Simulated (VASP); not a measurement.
Au:

```
CELL_PARAMETERS angstrom
2.81549 0.00000 0.00000
-0.01296 2.82018 0.00000
-1.13789 -1.18541 4.92401
ATOMIC_POSITIONS crystal
Au 0.67286 0.66596 0.27405
Au 0.32714 0.33404 0.72594
```

Base run:

```yaml
Program: VASP 6.6.1
Functional: r2SCAN
Potentials_or_basis: VASP PAW PBE potentials, release 64 (Au)
Cutoff: 520 eV
k_mesh: 10 × 10 × 6
Occupations: fermi-dirac, width 0.05 eV
Spin: no spin polarisation
```

Its results: band gap on the k mesh zero (bands 11 and 12 overlap by 5.46 eV); pressure -3.9 GPa; largest force 0.048 eV/Å.

**Question.** The run is repeated on the same cell with these changes: functional from r2SCAN to PBEsol; k mesh from 10 × 10 × 6 to 8 × 8 × 5. What comes out?

**Answer.** Band gap on the k mesh zero (bands 11 and 12 overlap by 4.96 eV); pressure -8.4 GPa; largest force 0.147 eV/Å.

Several settings changed at once.

Caveats: the cell stands under tension; the PAW data sets were made with another functional, which shifts forces and pressure a little; spin-orbit coupling is left out, which moves the levels of the heavy elements.
